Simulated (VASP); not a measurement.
CdS: single point with PBE

Crystal: CdS.

```
Cd S
1.0
     4.16082    0.00000    0.00000
    -2.08041    3.60337    0.00000
     0.00000    0.00000    6.71300
Cd S
2 2
Direct
  0.33333 0.66667 0.99923
  0.66667 0.33333 0.49923
  0.33333 0.66667 0.37777
  0.66667 0.33333 0.87777
```

```json
{"Program": "VASP 6.6.1", "Task": "single point", "Functional": "PBE", "Potentials or basis": "VASP PAW PBE potentials, release 64 (Cd, S)", "Cutoff": "520 eV", "k mesh": "8 × 8 × 5", "Occupations": "gaussian, width 0.05 eV", "Spin": "no spin polarisation", "Dipole correction": "no", "Further INCAR settings": "ALGO = Normal; EDIFF = 1e-06; NBANDS = 26"}
```

```
Pressure               : 2.3 GPa
Band gap on the k mesh : 1.21 eV, direct
```

Stress tensor (GPa, compression positive):
```
2.17 0.00 0.00
0.00 2.17 0.00
0.00 0.00 2.57
```

Levels at points of the mesh, in eV from the valence-band top:
```csv
k point,band 16,band 17,band 18,band 19,band 20,band 21
"(0.00, 0.00, 0.00)",-0.02,0.00,0.00,1.21,2.73,6.46
"(0.50, 0.00, 0.00)",-1.85,-1.24,-0.74,3.72,3.86,5.16
```

It took 67 s on 1 thread of Intel(R) Xeon(R) Platinum 8488C (Sapphire Rapids), with other jobs on the host, peak memory 0.24 GiB.

PBE gaps usually lie below the measured ones, often by a third to a half.
